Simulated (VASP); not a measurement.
# TiAl (P-6m2) in VASP: notebook

Runs on TiAl. Level: LDA. Tasks: single point.

All numbers are computed with VASP 6.6.1; they aren't measurements. Logs are shortened: lines on timing, memory, paths and dates and some standing lists are left out, and cuts for length are marked.

## Step 1: The cell of the first run

Symmetry: P-6m2, No. 187, hexagonal system. The conventional cell has a = 2.735 Å, b = 2.735 Å, c = 4.464 Å, α = 90.00°, β = 90.00°, γ = 120.00°. Ti (site symmetry -6m2) has 6 Al at 2.73 Å and 6 Ti at 2.73 Å within 3.6 Å. Within 3.6 Å of Al (site symmetry -6m2) lie 6 Ti at 2.73 Å and 6 Al at 2.73 Å.

## Step 2: Single point, LDA, collinear spin (14.46 Å³/atom)

The input, INCAR:

```
SYSTEM = TiAl
PREC     = Accurate       ! precision mode
ENCUT    = 520            ! plane-wave cutoff, eV
EDIFF    = 1E-7           ! SCF threshold, eV
ISMEAR   = 0              ! smearing method
SIGMA    = 0.15           ! smearing width, eV
LREAL    = .FALSE.        ! projectors in reciprocal space
LASPH    = .TRUE.         ! aspherical terms in the spheres
NELM     = 150            ! most SCF steps
ALGO     = Fast           ! electronic algorithm
ISIF     = 2              ! what is computed and relaxed
LWAVE    = .FALSE.        ! write WAVECAR
LCHARG   = .FALSE.        ! write CHGCAR
ISPIN    = 2              ! spin polarisation
MAGMOM   = 0.875 0        ! initial moments
LORBIT   = 11             ! projections on sites
NUPDOWN  = 0.875          ! fixed moment
LMAXMIX  = 4              ! l up to which the mixer works
GGA      = CA             ! functional
NBANDS   = 18             ! bands
```

The input, KPOINTS:

```
regular mesh
0
G
  21 21 12
  0 0 0
```

The input, POSCAR:

```
TiAl
1.0
    2.7349265319      0.0000000000      0.0000000000
   -1.3674632659      2.3685158541      0.0000000000
    0.0000000000      0.0000000000      4.4642272374
Ti Al
1 1
Direct
    0.0000000000      0.0000000000      0.0000000000
    0.3333333333      0.6666666667      0.5000000000
```

Potentials or basis: VASP PAW LDA potentials, release 64 (Ti_sv, Al).

Started as:

```sh
$ cat potpaw_LDA.64/Ti_sv/POTCAR potpaw_LDA.64/Al/POTCAR > POTCAR
$ mpirun -np 1 vasp_std > vasp.out
```

OUTCAR:

```text
SYSTEM = TiAl
   PREC = Accurate
   ENCUT = 520
   EDIFF = 1E-7
   ISMEAR = 0
   LREAL = .FALSE.
   LASPH = .TRUE.
   NELM = 150
   ISIF = 2
   ISPIN = 2
   LORBIT = 11
   NUPDOWN = 0.875
   GGA = CA

 ion  position               nearest neighbor table
   1  0.000  0.000  0.000-   2 2.73   2 2.73   2 2.73   2 2.73   2 2.73   2 2.73
   2  0.333  0.667  0.500-   1 2.73   1 2.73   1 2.73   1 2.73   1 2.73   1 2.73

  LATTYP: Found a hexagonal cell.
 ALAT       =     2.7349265319
 C/A-ratio  =     1.6323024349

  Lattice vectors:

 A1 = (   2.7349265319,   0.0000000000,   0.0000000000)
 A2 = (  -1.3674632659,   2.3685158541,   0.0000000000)
 A3 = (   0.0000000000,   0.0000000000,   4.4642272374)

Analysis of symmetry for initial positions (statically):
=====================================================================
 Subroutine PRICEL returns:
 Original cell was already a primitive cell.

 Routine SETGRP: Setting up the symmetry group for a
 hexagonal supercell.

 Subroutine GETGRP returns: Found 12 space group operations
 (whereof 12 operations were pure point group operations)
 out of a pool of 24 trial point group operations.

The static configuration has the point symmetry D_3h.

Analysis of symmetry for dynamics (positions and initial velocities):
=====================================================================
 Subroutine PRICEL returns:
 Original cell was already a primitive cell.

 Routine SETGRP: Setting up the symmetry group for a
 hexagonal supercell.

 Subroutine GETGRP returns: Found 12 space group operations
 (whereof 12 operations were pure point group operations)
 out of a pool of 24 trial point group operations.

The dynamic configuration has the point symmetry D_3h.

Analysis of structural, dynamic, and magnetic symmetry:
=====================================================================
 Subroutine PRICEL returns:
 Original cell was already a primitive cell.

 Routine SETGRP: Setting up the symmetry group for a
 hexagonal supercell.

 Subroutine GETGRP returns: Found 12 space group operations
 (whereof 12 operations were pure point group operations)
 out of a pool of 24 trial point group operations.

The overall configuration has the point symmetry D_3h.

 Subroutine INISYM returns: Found 12 space group operations
 (whereof 12 operations are pure point group operations),
 and found     1 'primitive' translations

----------------------------------------------------------------------------------------

                                     Primitive cell

  volume of cell :      28.9180

  direct lattice vectors                    reciprocal lattice vectors
     2.734926532  0.000000000  0.000000000     0.365640535  0.211102661  0.000000000
    -1.367463266  2.368515854  0.000000000     0.000000000  0.422205322  0.000000000
     0.000000000  0.000000000  4.464227237     0.000000000  0.000000000  0.224002934

  length of vectors
     2.734926532  2.734926532  4.464227237     0.422205322  0.422205322  0.224002934

  position of ions in fractional coordinates (direct lattice)
     0.000000000  0.000000000  0.000000000
     0.333333333  0.666666667  0.500000000

  ion indices of the primitive-cell ions
   primitive index   ion index
                 1           1
                 2           2

----------------------------------------------------------------------------------------

 KPOINTS: regular mesh

Automatic generation of k-mesh.
 Grid dimensions read from file:
 generate k-points for:   21   21   12

 Generating k-lattice:

  Cartesian coordinates                     Fractional coordinates (reciprocal lattice)
     0.017411454  0.010052508  0.000000000     0.047619048  0.000000000  0.000000000
     0.000000000  0.020105015  0.000000000     0.000000000  0.047619048  0.000000000
     0.000000000  0.000000000  0.018666911     0.000000000  0.000000000  0.083333333

  Length of vectors
     0.020105015  0.020105015  0.018666911

  Shift w.r.t. Gamma in fractional coordinates (k-lattice)
     0.000000000  0.000000000  0.000000000

 Subroutine IBZKPT returns following result:
 ===========================================

 Found    336 irreducible k-points:

 Following reciprocal coordinates:
            Coordinates               Weight
  0.000000  0.000000  0.000000      1.000000
  0.047619 -0.000000  0.000000      6.000000
  0.095238  0.000000  0.000000      6.000000
  0.142857  0.000000  0.000000      6.000000
  0.190476  0.000000  0.000000      6.000000
  0.238095  0.000000  0.000000      6.000000
[... 16 lines left out ...]
  0.142857  0.095238  0.000000     12.000000
  0.190476  0.095238  0.000000     12.000000
 [... further k-points ...]
   k-points           NKPTS =    336   k-points in BZ     NKDIM =    336   number of bands    NBANDS=     18
   number of dos      NEDOS =    301   number of ions     NIONS =      2
   total plane-waves  NPLWV =  14400
   dimension x,y,z NGX =    20 NGY =   20 NGZ =   36
   dimension x,y,z NGXF=    40 NGYF=   40 NGZF=   72
   ions per type =               1   1
   NGX,Y,Z   is equivalent  to a cutoff of  12.16, 12.16, 13.41 a.u.
   NGXF,Y,Z  is equivalent  to a cutoff of  24.31, 24.31, 26.81 a.u.
 SYSTEM =  TiAl
   PREC   = accura    normal or accurate (medium, high low for compatibility)
   ISTART =      0    job   : 0-new  1-cont  2-samecut
   ICHARG =      2    charge: 1-file 2-atom 10-const
   ISPIN  =      2    spin polarized calculation?
   LNONCOLLINEAR =      F non collinear calculations
   LSORBIT =      F    spin-orbit coupling
   LASPH  =      T    aspherical Exc in radial PAW
   ENCUT  =  520.0 eV  38.22 Ry    6.18 a.u.   5.09  5.09  8.30*2*pi/ulx,y,z
   NELM   =    150;   NELMIN=  2; NELMDL= -5     # of ELM steps
   EDIFF  = 0.1E-06   stopping-criterion for ELM
   LREAL  =      F    real-space projection
   EDIFFG = 0.1E-05   stopping-criterion for IOM
   NSW    =      0    number of steps for IOM
   IBRION =     -1    ionic relax: 0-MD 1-quasi-New 2-CG
   NFREE  =      0    steps in history (QN), initial steepest desc. (CG)
   ISIF   =      2    stress and relaxation
   ISYM   =      2    0-nonsym 1-usesym 2-fastsym
   POTIM  = 0.5000    time-step for ionic-motion
   TEBEG  =    0.0;   TEEND  =   0.0 temperature during run
   PSTRESS=    0.0 pullay stress
   NELECT =      15.0000    total number of electrons
   NUPDOWN=       0.8750    fix difference up-down
   EMIN   =  10.00;   EMAX   =-10.00  energy-range for DOS
   EFERMI =   0.00;   METHOD = LEGACY
   ISMEAR =     0;   SIGMA  =   0.15  broadening in eV -4-tet -1-fermi 0-gaus
   EFERMI_NEDOS =   21; number of points for ismear=-14 and -15
   IALGO  =     68    algorithm
   IMIX   =      4    mixing-type and parameters
     AMIX     =   0.40;   BMIX     =  1.00
     AMIX_MAG =   1.60;   BMIX_MAG =  1.00
  volume/ion in A,a.u.               =      14.46        97.57
  Fermi-wavevector in a.u.,A,eV,Ry     =   1.315374  2.485696 23.540910  1.730208
  Thomas-Fermi vector in A             =   2.445561
   LORBIT       =     11    0 simple, 1 ext, 2 COOP (PROOUT), +10 PAW based schemes
   GGA     = CA    functional components
   LHFCALC =     F    Hartree Fock is set to
   AEXX    =    0.0000 exact exchange contribution
   IVDW    =     0    specifies the selected vdW correction
   LEPSILON=     F    determine dielectric tensor
   LRPA    =     F    only Hartree local field effects (RPA)
 spin polarized calculation
 RMM-DIIS sequential band-by-band and
 Gauss-broadening in eV      SIGMA  =   0.15
  energy-cutoff  :      520.00
  volume of cell :       28.92
 maximum number of plane-waves:       791
   NGX = 11   NGY = 11   NGZ = 17

 number of electron      14.9999998 magnetization       0.8750000

 Free energy of the ion-electron system (eV)
  ---------------------------------------------------
  ext. energy  EPLUGINS =         0.00000000
  ---------------------------------------------------
  free energy    TOTEN  =       -13.08508848 eV

  energy without entropy =      -13.06818625  energy(sigma->0) =      -13.07663737

 E-fermi :   9.0223     XC(G=0): -11.7657

 val. band max:        9.5257195017   @ k =   0.3810   0.1905   0.2500
 cond. band min:       9.0261365188   @ k =   0.4286   0.1429   0.2500
 fundamental gap:     -0.4995829830
 Fermi energy:         9.5359505099

 spin component 1

 k-point     1 :       0.0000    0.0000    0.0000
  band No.  band energies     occupation
      1     -46.5197      1.00000
      2     -23.2599      1.00000
      3     -22.6342      1.00000
      4     -22.6342      1.00000
      5      -0.5461      1.00000
      6       6.4966      1.00000
[... 10 lines left out ...]
     17      24.2663      0.00000
     18      28.0916      0.00000
[... 463 lines left out ...]
 k-point    24 :       0.1905    0.0952    0.0000
  band No.  band energies     occupation
      1     -46.4312      1.00000
      2     -23.1776      1.00000
      3     -23.0977      1.00000
      4     -22.7620      1.00000
      5       1.1453      1.00000
      6       7.1978      1.00000
[... 10 lines left out ...]
     17      25.5067      0.00000
     18      27.0390      0.00000

 [... further k-points ...]

 spin component 2

 k-point     1 :       0.0000    0.0000    0.0000
  band No.  band energies     occupation
      1     -46.1022      1.00000
      2     -22.8790      1.00000
      3     -22.2012      1.00000
      4     -22.2012      1.00000
      5      -0.3064      1.00000
      6       7.0051      1.00000
[... 10 lines left out ...]
     17      24.6005      0.00000
     18      27.7974      0.00000
[... 463 lines left out ...]
 k-point    24 :       0.1905    0.0952    0.0000
  band No.  band energies     occupation
      1     -46.0144      1.00000
      2     -22.7969      1.00000
      3     -22.6607      1.00000
      4     -22.3280      1.00000
      5       1.3814      1.00000
      6       7.5108      1.00000
[... 10 lines left out ...]
     17      25.7825      0.00000
     18      27.3540      0.00000

 [... further k-points ...]
[... 5 lines left out ...]
  --------------------------------------------------------------------------------------
  -------------------------------------------------------------------------------------
  Total        2.3520342      2.3520342      2.0417365      0.0000000      0.0000000      0.0000000
  in kB      130.3124664    130.3124664    113.1206860      0.0000000      0.0000000      0.0000000
  external PRESSURE =     124.5818729 kB  Pullay stress =       0.0000000 kB

 VOLUME and BASIS-vectors are now :
 -----------------------------------------------------------------------------
  energy-cutoff  :      520.00
  volume of cell :       28.92
      direct lattice vectors                 reciprocal lattice vectors
     2.734926532  0.000000000  0.000000000     0.365640535  0.211102661  0.000000000
    -1.367463266  2.368515854  0.000000000     0.000000000  0.422205322  0.000000000
     0.000000000  0.000000000  4.464227237     0.000000000  0.000000000  0.224002934

 POSITION                                       TOTAL-FORCE (eV/Angst)
 -----------------------------------------------------------------------------------
      0.00000      0.00000      0.00000         0.000000      0.000000      0.000000
     -0.00000      1.57901      2.23211         0.000000      0.000000      0.000000
 -----------------------------------------------------------------------------------
    total drift:                                0.000000     -0.000000      0.000000

  FREE ENERGIE OF THE ION-ELECTRON SYSTEM (eV)
  ---------------------------------------------------
  free  energy   TOTEN  =       -13.0850884808 eV

  energy  without entropy=      -13.0681862544  energy(sigma->0) =      -13.07663737

 total charge

# of ion       s       p       d       tot
------------------------------------------
    1        2.247   6.163   2.064  10.474
    2        0.447   0.436   0.000   0.883
--------------------------------------------------
tot          2.694   6.599   2.064  11.357

 magnetization (x)

# of ion       s       p       d       tot
------------------------------------------
    1        0.009   0.056   0.459   0.523
    2        0.005   0.026   0.000   0.031
--------------------------------------------------
tot          0.014   0.082   0.459   0.555
```

Run time: 4.7 min. Hardware: 1 thread of Intel Xeon 6975P-C (Granite Rapids), shared host; peak memory 0.34 GiB.

What came out:

* Free energy: -13.0851 eV
* Pressure: 12.5 GPa
* Net moment: 0.88 μB per cell
* Site moments: Ti +0.52; Al +0.03 μB
* Valence electrons inside the program's atomic spheres: Ti 10.47; Al 0.88

Caveat: the cell stands under pressure; the total moment is fixed, so each spin has its own Fermi level.

## Step 3: Single point, LDA, collinear spin (16.34 Å³/atom)

This run uses another cell than the first one, of 16.34 Å³/atom.

The input, INCAR:

```
SYSTEM = TiAl
  PREC = Accurate
  ENCUT = 520
  EDIFF = 1E-7
  ISMEAR = 0
  SIGMA = 0.15
  LREAL = .FALSE.
  LASPH = .TRUE.
  NELM = 150
  ALGO = Normal
  ISIF = 2
  LWAVE = .FALSE.
  LCHARG = .FALSE.
  ISPIN = 2
  MAGMOM = 0.375 0
  LORBIT = 11
  NUPDOWN = 0.375
  LMAXMIX = 4
  NBANDS = 18
```

KPOINTS is that of step 2.

The input, POSCAR:

```
TiAl
1.0
    2.8490138039      0.0000000000      0.0000000000
   -1.4245069020      2.4673183299      0.0000000000
    0.0000000000      0.0000000000      4.6504521693
Ti Al
1 1
Direct
    0.0000000000      0.0000000000      0.0000000000
    0.3333333333      0.6666666667      0.5000000000
```

Potentials or basis: VASP PAW LDA potentials, release 64 (Ti_sv, Al).

Started as:

```sh
$ cat potpaw_LDA.64/Ti_sv/POTCAR potpaw_LDA.64/Al/POTCAR > POTCAR
$ mpirun -np 1 vasp_std > vasp.out
```

Run time: 5.2 min. Hardware: 1 thread of Intel Xeon Platinum 8259CL at 2.50GHz (Skylake/Cascade Lake), shared host; peak memory 0.38 GiB.

The run converged. Its results:

| Property | Result |
| --- | --- |
| Free energy | -13.2364 eV |
| Pressure | -4.1 GPa |
| Net moment | 0.38 μB per cell |
| Site moments | Ti +0.22; Al +0.01 μB |
| Valence electrons inside the program's atomic spheres | Ti 10.30; Al 0.82 |

Stress tensor (GPa, compression positive):
```
-3.57  0.00  0.00
 0.00 -3.57  0.00
 0.00  0.00 -5.09
```

Caveat: the cell stands under tension; the total moment is fixed, so each spin has its own Fermi level.

## Step 4: Single point, LDA, collinear spin (16.34 Å³/atom)

This run uses another cell than the first one, of 16.34 Å³/atom.

The input, INCAR:

```
  ALGO = Normal
  EDIFF = 1E-7
  ENCUT = 520
  ISIF = 2
  ISMEAR = 0
  ISPIN = 2
  LASPH = T
  LCHARG = F
  LMAXMIX = 4
  LORBIT = 11
  LREAL = F
  LWAVE = F
  MAGMOM = 0.875 0
  NBANDS = 18
  NELM = 150
  NUPDOWN = 0.875
  PREC = Accurate
  SIGMA = 0.15
```

The input, KPOINTS:

```
k-points
0
Gamma
  21 21 12
```

POSCAR is that of step 3.

Started as:

```sh
$ cat potpaw_LDA.64/Ti_sv/POTCAR potpaw_LDA.64/Al/POTCAR > POTCAR
$ mpirun -np 1 vasp_std > vasp.out
```

Run time: 5.3 min. Hardware: 1 thread of Intel Xeon Platinum 8259CL at 2.50GHz (Skylake/Cascade Lake), shared host; peak memory 0.38 GiB.

Results (log left out):

- Free energy: -13.1731 eV
- Pressure: -3.5 GPa
- Net moment: 0.88 μB per cell
- Site moments: Ti +0.53; Al +0.02 μB
- Valence electrons inside the program's atomic spheres: Ti 10.31; Al 0.83

Stress tensor (GPa, compression positive):
```
-2.29  0.00  0.00
 0.00 -2.29  0.00
 0.00  0.00 -6.03
```

Caveat: the cell stands under tension; the total moment is fixed, so each spin has its own Fermi level.

## Step 5: Overview

| fixed moment (μB) | cell | pressure (GPa) | moment (μB) |
| --- | --- | --- | --- |
| 0.875 | a = 2.735, b = 2.735, c = 4.464 Å, angles 90.0, 90.0, 120.0°, 2 atoms | 12.5 | 0.88 |
| 0.375 | a = 2.849, b = 2.849, c = 4.650 Å, angles 90.0, 90.0, 120.0°, 2 atoms | -4.1 | 0.38 |
| 0.875 | a = 2.849, b = 2.849, c = 4.650 Å, angles 90.0, 90.0, 120.0°, 2 atoms | -3.5 | 0.88 |

Alike in all rows: task single point; level LDA; potentials or basis VASP PAW LDA potentials, release 64 (Ti_sv, Al); spin collinear; k mesh 21 × 21 × 12; cutoff (eV) 520; smearing gaussian 0.15 eV.

Caveats: the total moment is fixed, so each spin has its own Fermi level; the cell stands under tension (at least some runs); the cell stands under pressure (at least some runs).

Total energies depend on the potentials used, so only differences within one code and one set of settings carry meaning.
